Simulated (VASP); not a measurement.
# PbS: single point with PBE

The system is PbS.

```
Pb S
1.0
     0.00000    2.92053    3.05395
     2.92053    0.00000    3.05395
     2.92053    2.92053    0.00000
Pb S
1 1
Direct
  0.00000 0.00000 0.00000
  0.50000 0.50000 0.50000
```

This cell differs from its parent crystal: strain -0.015 along x and y, +0.030 along z.

```yaml
Program: VASP 6.6.1
Task: single point
Functional: PBE
Potentials_or_basis: VASP PAW PBE potentials, release 64 (Pb_d, S)
Cutoff: 520 eV
k_mesh: 10 × 10 × 10
Occupations: gaussian, width 0.03 eV
Spin: no spin polarisation
Dipole_correction: no
Further_INCAR_settings: ALGO = Normal; EDIFF = 1e-07; NBANDS = 17
```

The pressure is 2.6 GPa and the band gap on the k mesh is 0.31 eV, direct.

Stress tensor (GPa, compression positive):
```
 4.38  0.00  0.00
 0.00  4.38  0.00
 0.00  0.00 -1.05
```

Levels at points of the mesh, in eV from the valence-band top:
```csv
k point,band 8,band 9,band 10,band 11,band 12,band 13
"(0.00, 0.00, 0.00)",-2.34,-2.34,-2.00,4.55,5.52,5.52
"(0.50, 0.00, 0.00)",-1.89,-1.78,0.00,0.31,1.81,2.05
"(0.50, 0.50, 0.00)",-5.20,-3.44,-3.44,3.94,5.20,5.84
"(0.50, 0.00, 0.50)",-5.29,-3.75,-3.30,3.77,5.10,5.72
```

It took 63 s on 1 thread of AMD EPYC 9R45 (Zen 5), with other jobs on the host, peak memory 0.19 GiB.

Caveat: the cell differs from its parent crystal (strain -0.015 along x and y, +0.030 along z); spin-orbit coupling is left out, which moves the levels of the heavy elements. A k mesh can miss the band edges.
